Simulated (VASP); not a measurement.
# TiAl2 (Cmmm) in VASP: further runs

The runs below take TiAl2 through single point, with PBEsol.

Everything below comes from runs of VASP 6.6.1. Logs are shortened: lines on timing, memory, paths and dates and some standing lists are left out, and cuts for length are marked.

**1. The cell of the first run**

The structure is orthorhombic, space group Cmmm (No. 65). The conventional cell has a = 3.939 Å, b = 12.170 Å, c = 4.013 Å, α = 90.00°, β = 90.00°, γ = 90.00°. Within 3.6 Å of Ti (site symmetry m2m) lie 10 Al at 2.74 to 2.89 Å and 2 Ti at 3.02 Å. Al (site symmetry mmm) has 4 Ti at 2.74 Å and 8 Al at 2.81 to 2.91 Å within 3.6 Å. Al (site symmetry m2m) has 6 Al at 2.71 to 2.91 Å and 6 Ti at 2.82 to 2.89 Å within 3.6 Å. Al (site symmetry mmm) has 4 Ti at 2.76 Å and 8 Al at 2.81 to 2.89 Å within 3.6 Å.

**2. Single point, PBEsol (16.03 Å³/atom)**

INCAR

```
ALGO = Fast
EDIFF = 1E-6
ENCUT = 520
GGA = PS
ISIF = 2
ISMEAR = 0
LASPH = T
LCHARG = F
LREAL = F
LWAVE = F
NBANDS = 27
NELM = 60
PREC = Accurate
SIGMA = 0.1
```

KPOINTS

```
k-points
0
Gamma
  10 10 10
```

POSCAR

```
TiAl2
1.0
    1.9695121006     -6.0850127685      0.0000000000
    1.9695121006      6.0850127685      0.0000000000
    0.0000000000      0.0000000000      4.0126458051
Ti Al
2 4
Direct
    0.6559934199      0.3440065801      0.0000000000
    0.3440065801      0.6559934199      0.0000000000
    0.0000000000      0.0000000000      0.0000000000
    0.8267167321      0.1732832679      0.5000000000
    0.1732832679      0.8267167321      0.5000000000
    0.5000000000      0.5000000000      0.5000000000
```

Potentials or basis: VASP PAW PBE potentials, release 64 (Ti_sv, Al).

The run is started by

```
cat potpaw_PBE.64/Ti_sv/POTCAR potpaw_PBE.64/Al/POTCAR > POTCAR
mpirun -np 1 vasp_std > vasp.out
```

OUTCAR:

```text
EDIFF = 1E-6
   ENCUT = 520
   GGA = PS
   ISIF = 2
   ISMEAR = 0
   LASPH = T
   LREAL = F
   NELM = 60
   PREC = Accurate

 ion  position               nearest neighbor table
   1  0.656  0.344  0.000-   3 2.74   3 2.74   6 2.76   6 2.76   5 2.82   5 2.82   5 2.82   5 2.82
                             4 2.89   4 2.89
   2  0.344  0.656  0.000-   3 2.74   3 2.74   6 2.76   6 2.76   4 2.82   4 2.82   4 2.82   4 2.82
                             5 2.89   5 2.89
   3  0.000  0.000  0.000-   1 2.74   2 2.74   1 2.74   2 2.74   6 2.81   6 2.81   6 2.81   6 2.81
                             4 2.91   4 2.91   5 2.91   5 2.91
   4  0.827  0.173  0.500-   5 2.71   5 2.71   2 2.82   2 2.82   2 2.82   2 2.82   6 2.89   6 2.89
                             1 2.89   1 2.89   3 2.91   3 2.91
   5  0.173  0.827  0.500-   4 2.71   4 2.71   1 2.82   1 2.82   1 2.82   1 2.82   6 2.89   6 2.89
                             2 2.89   2 2.89   3 2.91   3 2.91
   6  0.500  0.500  0.500-   1 2.76   2 2.76   1 2.76   2 2.76   3 2.81   3 2.81   3 2.81   3 2.81
                             5 2.89   4 2.89   5 2.89   4 2.89

  LATTYP: Found a base centered orthorhombic cell.
 ALAT       =     3.9390242012
 B/A-ratio  =     3.0896041546
 C/A-ratio  =     1.0186903152

  Lattice vectors:

 A1 = (   1.9695121006,  -6.0850127685,   0.0000000000)
 A2 = (   1.9695121006,   6.0850127685,   0.0000000000)
 A3 = (   0.0000000000,   0.0000000000,   4.0126458051)

Analysis of symmetry for initial positions (statically):
=====================================================================
 Subroutine PRICEL returns:
 Original cell was already a primitive cell.

 Routine SETGRP: Setting up the symmetry group for a
 base centered orthorhombic supercell.

 Subroutine GETGRP returns: Found  8 space group operations
 (whereof  8 operations were pure point group operations)
 out of a pool of  8 trial point group operations.

The static configuration has the point symmetry D_2h.

Analysis of symmetry for dynamics (positions and initial velocities):
=====================================================================
 Subroutine PRICEL returns:
 Original cell was already a primitive cell.

 Routine SETGRP: Setting up the symmetry group for a
 base centered orthorhombic supercell.

 Subroutine GETGRP returns: Found  8 space group operations
 (whereof  8 operations were pure point group operations)
 out of a pool of  8 trial point group operations.

The dynamic configuration has the point symmetry D_2h.

 Subroutine INISYM returns: Found  8 space group operations
 (whereof  8 operations are pure point group operations),
 and found     1 'primitive' translations

----------------------------------------------------------------------------------------

                                     Primitive cell

  volume of cell :      96.1792

  direct lattice vectors                    reciprocal lattice vectors
     1.969512101 -6.085012769  0.000000000     0.253869981 -0.082169096  0.000000000
     1.969512101  6.085012769  0.000000000     0.253869981  0.082169096  0.000000000
     0.000000000  0.000000000  4.012645805     0.000000000  0.000000000  0.249212128

  length of vectors
     6.395807870  6.395807870  4.012645805     0.266836519  0.266836519  0.249212128

  position of ions in fractional coordinates (direct lattice)
     0.655993420  0.344006580  0.000000000
     0.344006580  0.655993420  0.000000000
     0.000000000  0.000000000  0.000000000
     0.826716732  0.173283268  0.500000000
     0.173283268  0.826716732  0.500000000
     0.500000000  0.500000000  0.500000000

  ion indices of the primitive-cell ions
   primitive index   ion index
                 1           1
                 2           2
                 3           3
                 4           4
                 5           5
                 6           6

----------------------------------------------------------------------------------------

 KPOINTS: k-points

Automatic generation of k-mesh.
 Grid dimensions read from file:
 generate k-points for:   10   10   10

 Generating k-lattice:

  Cartesian coordinates                     Fractional coordinates (reciprocal lattice)
     0.025386998 -0.008216910  0.000000000     0.100000000  0.000000000  0.000000000
     0.025386998  0.008216910  0.000000000     0.000000000  0.100000000  0.000000000
     0.000000000  0.000000000  0.024921213     0.000000000  0.000000000  0.100000000

  Length of vectors
     0.026683652  0.026683652  0.024921213

  Shift w.r.t. Gamma in fractional coordinates (k-lattice)
     0.000000000  0.000000000  0.000000000

 Subroutine IBZKPT returns following result:
 ===========================================

 Found    186 irreducible k-points:

 Following reciprocal coordinates:
            Coordinates               Weight
  0.000000  0.000000  0.000000      1.000000
  0.100000  0.000000  0.000000      4.000000
  0.200000  0.000000  0.000000      4.000000
  0.300000 -0.000000  0.000000      4.000000
  0.400000 -0.000000  0.000000      4.000000
  0.500000 -0.000000  0.000000      2.000000
[... 16 lines left out ...]
  0.300000  0.300000  0.000000      2.000000
  0.400000  0.300000  0.000000      4.000000
 [... further k-points ...]
   k-points           NKPTS =    186   k-points in BZ     NKDIM =    186   number of bands    NBANDS=     27
   number of dos      NEDOS =    301   number of ions     NIONS =      6
   total plane-waves  NPLWV =  69120
   dimension x,y,z NGX =    48 NGY =   48 NGZ =   30
   dimension x,y,z NGXF=    96 NGYF=   96 NGZF=   60
   ions per type =               2   4
   NGX,Y,Z   is equivalent  to a cutoff of  12.48, 12.48, 12.43 a.u.
   NGXF,Y,Z  is equivalent  to a cutoff of  24.95, 24.95, 24.86 a.u.
 SYSTEM =  unknown system
   PREC   = accura    normal or accurate (medium, high low for compatibility)
   ISTART =      0    job   : 0-new  1-cont  2-samecut
   ICHARG =      2    charge: 1-file 2-atom 10-const
   ISPIN  =      1    spin polarized calculation?
   LNONCOLLINEAR =      F non collinear calculations
   LSORBIT =      F    spin-orbit coupling
   LASPH  =      T    aspherical Exc in radial PAW
   ENCUT  =  520.0 eV  38.22 Ry    6.18 a.u.  11.89 11.89  7.46*2*pi/ulx,y,z
   NELM   =     60;   NELMIN=  2; NELMDL= -5     # of ELM steps
   EDIFF  = 0.1E-05   stopping-criterion for ELM
   LREAL  =      F    real-space projection
   EDIFFG = 0.1E-04   stopping-criterion for IOM
   NSW    =      0    number of steps for IOM
   IBRION =     -1    ionic relax: 0-MD 1-quasi-New 2-CG
   NFREE  =      0    steps in history (QN), initial steepest desc. (CG)
   ISIF   =      2    stress and relaxation
   ISYM   =      2    0-nonsym 1-usesym 2-fastsym
   POTIM  = 0.5000    time-step for ionic-motion
   TEBEG  =    0.0;   TEEND  =   0.0 temperature during run
   PSTRESS=    0.0 pullay stress
   NELECT =      36.0000    total number of electrons
   NUPDOWN=      -1.0000    fix difference up-down
   EMIN   =  10.00;   EMAX   =-10.00  energy-range for DOS
   EFERMI =   0.00;   METHOD = LEGACY
   ISMEAR =     0;   SIGMA  =   0.10  broadening in eV -4-tet -1-fermi 0-gaus
   EFERMI_NEDOS =   21; number of points for ismear=-14 and -15
   IALGO  =     68    algorithm
   IMIX   =      4    mixing-type and parameters
     AMIX     =   0.40;   BMIX     =  1.00
     AMIX_MAG =   1.60;   BMIX_MAG =  1.00
  volume/ion in A,a.u.               =      16.03       108.17
  Fermi-wavevector in a.u.,A,eV,Ry     =   1.179819  2.229534 18.938937  1.391973
  Thomas-Fermi vector in A             =   2.316123
   LORBIT       =      0    0 simple, 1 ext, 2 COOP (PROOUT), +10 PAW based schemes
   GGA     = PS    functional components
   LHFCALC =     F    Hartree Fock is set to
   AEXX    =    0.0000 exact exchange contribution
   IVDW    =     0    specifies the selected vdW correction
   LEPSILON=     F    determine dielectric tensor
   LRPA    =     F    only Hartree local field effects (RPA)
 non-spin polarized calculation
 RMM-DIIS sequential band-by-band and
 Gauss-broadening in eV      SIGMA  =   0.10
  energy-cutoff  :      520.00
  volume of cell :       96.18
 maximum number of plane-waves:      2633
   NGX = 23   NGY = 23   NGZ = 15

 number of electron      35.9999999 magnetization

 Free energy of the ion-electron system (eV)
  ---------------------------------------------------
  ext. energy  EPLUGINS =         0.00000000
  ---------------------------------------------------
  free energy    TOTEN  =       -35.62483878 eV

  energy without entropy =      -35.61145083  energy(sigma->0) =      -35.61814481

 E-fermi :   8.3442     XC(G=0): -10.9119

 val. band max:        8.3351846408   @ k =  -0.4000   0.4000   0.5000
 cond. band min:       8.3499451114   @ k =  -0.2000   0.2000   0.3000
 fundamental gap:      0.0147604707
 Fermi energy:         8.3442486407

 k-point     1 :       0.0000    0.0000    0.0000
  band No.  band energies     occupation
      1     -48.1574      2.00000
      2     -48.1303      2.00000
      3     -24.6098      2.00000
      4     -24.5794      2.00000
      5     -24.5656      2.00000
      6     -24.5508      2.00000
[... 19 lines left out ...]
     26      11.7501      0.00000
     27      12.2607      0.00000

 k-point     2 :       0.1000    0.0000    0.0000
  band No.  band energies     occupation
      1     -48.1567      2.00000
      2     -48.1309      2.00000
      3     -24.6090      2.00000
      4     -24.5800      2.00000
      5     -24.5663      2.00000
      6     -24.5539      2.00000
[... 19 lines left out ...]
     26      12.3231      0.00000
     27      12.4022      0.00000

 k-point     3 :       0.2000    0.0000    0.0000
  band No.  band energies     occupation
      1     -48.1545      2.00000
      2     -48.1326      2.00000
      3     -24.6064      2.00000
      4     -24.5818      2.00000
      5     -24.5688      2.00000
      6     -24.5614      2.00000
[... 594 lines left out ...]
      1     -48.1468      2.00000
      2     -48.1394      2.00000
      3     -24.5972      2.00000
      4     -24.5894      2.00000
      5     -24.5807      2.00000
      6     -24.5716      2.00000
[... 19 lines left out ...]
     26      11.3730      0.00000
     27      12.0346      0.00000

 k-point    24 :       0.4000    0.3000    0.0000
  band No.  band energies     occupation
      1     -48.1507      2.00000
      2     -48.1360      2.00000
      3     -24.6017      2.00000
      4     -24.5857      2.00000
      5     -24.5739      2.00000
      6     -24.5647      2.00000
[... 19 lines left out ...]
     26      11.5717      0.00000
     27      11.8743      0.00000

 [... further k-points ...]
[... 5 lines left out ...]
  --------------------------------------------------------------------------------------
  -------------------------------------------------------------------------------------
  Total       -1.9284992     -1.9295880     -1.9352620     -0.0000000      0.0000000      0.0000000
  in kB      -32.1254396    -32.1435770    -32.2380955     -0.0000000      0.0000000      0.0000000
  external PRESSURE =     -32.1690374 kB  Pullay stress =       0.0000000 kB

 VOLUME and BASIS-vectors are now :
 -----------------------------------------------------------------------------
  energy-cutoff  :      520.00
  volume of cell :       96.18
      direct lattice vectors                 reciprocal lattice vectors
     1.969512101 -6.085012769  0.000000000     0.253869981 -0.082169096  0.000000000
     1.969512101  6.085012769  0.000000000     0.253869981  0.082169096  0.000000000
     0.000000000  0.000000000  4.012645805     0.000000000  0.000000000  0.249212128

 POSITION                                       TOTAL-FORCE (eV/Angst)
 -----------------------------------------------------------------------------------
      1.96951     -1.89844      0.00000         0.000000     -0.003184      0.000000
      1.96951      1.89844      0.00000         0.000000      0.003184     -0.000000
      0.00000      0.00000      0.00000         0.000000      0.000000     -0.000000
      1.96951     -3.97615      2.00632         0.000000     -0.004711     -0.000000
      1.96951      3.97615      2.00632         0.000000      0.004711     -0.000000
      1.96951      0.00000      2.00632         0.000000      0.000000     -0.000000
 -----------------------------------------------------------------------------------
    total drift:                               -0.000000     -0.000000      0.000000

  FREE ENERGIE OF THE ION-ELECTRON SYSTEM (eV)
  ---------------------------------------------------
  free  energy   TOTEN  =       -35.6248387800 eV

  energy  without entropy=      -35.6114508310  energy(sigma->0) =      -35.61814481
```

It took 13 min on 1 thread of Intel Xeon 6975P-C (Granite Rapids), shared host; peak memory 0.54 GiB.

What came out:

```yaml
Free_energy: -35.6248 eV
Pressure: -3.2 GPa
Largest_force: 0.005 eV/Å
Band_gap_on_the_k_mesh: zero (bands 18 and 19 overlap by 1.48 eV)
```

Forces on the atoms (eV/Å):
```
Ti   0.000 -0.003  0.000
Ti   0.000  0.003  0.000
Al   0.000  0.000  0.000
Al   0.000 -0.005  0.000
Al   0.000  0.005  0.000
Al   0.000  0.000  0.000
```

Levels at points of the mesh, in eV from the Fermi level:
| k point | band 14 | band 15 | band 16 | band 17 | band 18 | band 19 | band 20 | band 21 | band 22 | band 23 |
| --- | --- | --- | --- | --- | --- | --- | --- | --- | --- | --- |
| (0.00, 0.00, 0.00) | -1.68 | -1.58 | -0.72 | -0.53 | -0.48 | 0.37 | 0.56 | 0.84 | 0.97 | 1.03 |
| (0.50, 0.00, 0.00) | -1.94 | -1.62 | -1.25 | -0.96 | -0.28 | 0.81 | 1.14 | 1.28 | 1.41 | 1.72 |
| (0.50, 0.50, 0.00) | -1.95 | -1.72 | -1.24 | -0.70 | -0.54 | 0.24 | 1.15 | 1.20 | 1.22 | 1.58 |
| (0.00, 0.00, 0.50) | -2.55 | -1.52 | -0.80 | -0.20 | 0.08 | 0.52 | 1.00 | 1.08 | 1.31 | 1.35 |
| (0.50, 0.00, 0.50) | -3.55 | -2.41 | -1.75 | -1.46 | -1.11 | -0.56 | 1.21 | 1.26 | 1.30 | 1.53 |
| (0.50, 0.50, 0.50) | -2.03 | -1.93 | -0.82 | 0.07 | 0.75 | 0.90 | 1.31 | 1.42 | 1.69 | 1.76 |

Caveat: the cell stands under tension; the PAW data sets were made with another functional, which shifts forces and pressure a little.

(Part 1 of 2 ends here.)
